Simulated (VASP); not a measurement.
Write the native input for VASP 6.6.1 that does the following.

```yaml
Task: single point
Functional: PBEsol
Potentials_or_basis: VASP PAW PBE potentials, release 64 (Mo_sv)
Cutoff: 520 eV
k_mesh: 18 × 18 × 18
Occupations: gaussian, width 0.15 eV
Spin: no spin polarisation
Dipole_correction: no
Further_INCAR_settings: ALGO = Fast; EDIFF = 1e-06; NBANDS = 13
```

The structure of Mo lies in POSCAR:

```
Mo
1.0
    2.7355103972      0.0000000000      0.0000000000
   -1.3677551986      2.4874725711      0.0000000000
    0.0000000000      0.0000000000      2.5551807000
Mo
1
Direct
    0.0000000000      0.0000000000      0.5000000000
```

This cell differs from its parent crystal: strain +0.0500 x Voigt [0, 1, 0, 0, 0, 0].

The input as run:

INCAR

```
PREC = Accurate
ENCUT = 520
EDIFF = 1E-6
ISMEAR = 0
SIGMA = 0.15
LREAL = False
LASPH = True
NELM = 80
ALGO = Fast
ISIF = 2
LWAVE = False
LCHARG = False
GGA = PS
NBANDS = 13
```

KPOINTS

```
regular mesh
0
Gamma
  18 18 18
```

Potentials or basis: VASP PAW PBE potentials, release 64 (Mo_sv).

The run is started by

```sh
$ cat potpaw_PBE.64/Mo_sv/POTCAR > POTCAR
$ mpirun -np 1 vasp_std > vasp.out
```

Results of the run:

* Pressure: -12.5 GPa
* Band gap on the k mesh: zero (bands 7 and 8 overlap by 1.76 eV)

Caveat: the cell differs from its parent crystal (strain +0.0500 x Voigt [0, 1, 0, 0, 0, 0]); the cell stands under tension; the PAW data sets were made with another functional, which shifts forces and pressure a little.

Wall time 2.3 min on 1 thread of Intel Xeon 8259CL, on a shared host, peak memory 0.3 GiB.
